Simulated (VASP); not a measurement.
Crystal: BiCl6.

```
Bi Cl
1.0
     3.11571    1.79886    5.69098
    -3.11571    1.79886    5.69098
     0.00000   -3.59771    5.69098
Bi Cl
1 6
Direct
  0.00000 0.00000 0.00000
  0.37500 0.08000 0.78500
  0.78500 0.37500 0.08000
  0.08000 0.78500 0.37500
  0.62500 0.92000 0.21500
  0.21500 0.62500 0.92000
  0.92000 0.21500 0.62500
```

| Property | Result |
| --- | --- |
| Program | VASP 6.6.1 |
| Task | relaxation of cell and atoms |
| Functional | PBE |
| Potentials or basis | VASP PAW PBE potentials, release 64 (Bi_d, Cl) |
| Cutoff | 600 eV |
| k mesh | 3 × 3 × 3 |
| Occupations | gaussian, width 0.1 eV |
| Spin | no spin polarisation |

At the start: pressure 14.6 GPa; volume 27.34 Å³/atom.

Question: How do energy, volume and symmetry change on relaxing?

Answer: Over 15 steps the energy falls by 304.7 meV/atom and the volume is 34.65 Å³/atom (+26.7 %); space group R-3 (No. 148, to 0.05 Å).

Step by step:
```
step  energy change (eV)  largest force (eV/Å)  pressure (GPa)  volume (Å³)
   1              0.0000                3.4812           14.59       191.38
   2             -1.0629                1.0989           -4.12       268.93
   3             -2.1041                0.1344           -0.19       228.24
   4             -2.1057                0.1012           -0.03       227.41
   5             -2.1061                0.0776            0.12       226.65
   6             -2.1097                0.0692            0.11       227.22
   7             -2.1176                0.0526            0.07       228.91
   8             -2.1199                0.0682            0.00       232.25
   9             -2.1211                0.0546            0.02       230.99
  10             -2.1229                0.0275            0.13       231.67
  11             -2.1240                0.0330            0.29       232.65
  12             -2.1246                0.0314            0.28       233.10
  13             -2.1263                0.0272            0.24       234.43
  14             -2.1291                0.0198            0.18       237.12
  15             -2.1332                0.0163            0.05       242.55
```

Final structure:
```cif
data_structure
_symmetry_space_group_name_H-M 'P 1'
_symmetry_Int_Tables_number 1
_cell_length_a 7.2074
_cell_length_b 7.2074
_cell_length_c 7.2074
_cell_angle_alpha 56.375
_cell_angle_beta 56.375
_cell_angle_gamma 56.375
_cell_volume 242.55
loop_
_atom_site_label
_atom_site_type_symbol
_atom_site_fract_x
_atom_site_fract_y
_atom_site_fract_z
_atom_site_occupancy
Bi1 Bi 0.00000 0.00000 0.00000 1
Cl1 Cl 0.38201 0.07864 0.77947 1
Cl2 Cl 0.77947 0.38201 0.07864 1
Cl3 Cl 0.07864 0.77947 0.38201 1
Cl4 Cl 0.61799 0.92136 0.22053 1
Cl5 Cl 0.22053 0.61799 0.92136 1
Cl6 Cl 0.92136 0.22053 0.61799 1
```

Caveat: the k points lie up to 0.37 Å⁻¹ apart in the final cell; the volume moved by over 15 % at a fixed basis, so the end points are rough; an odd number of electrons without spin polarisation forces a metal; a magnetic or distorted state may lie lower.
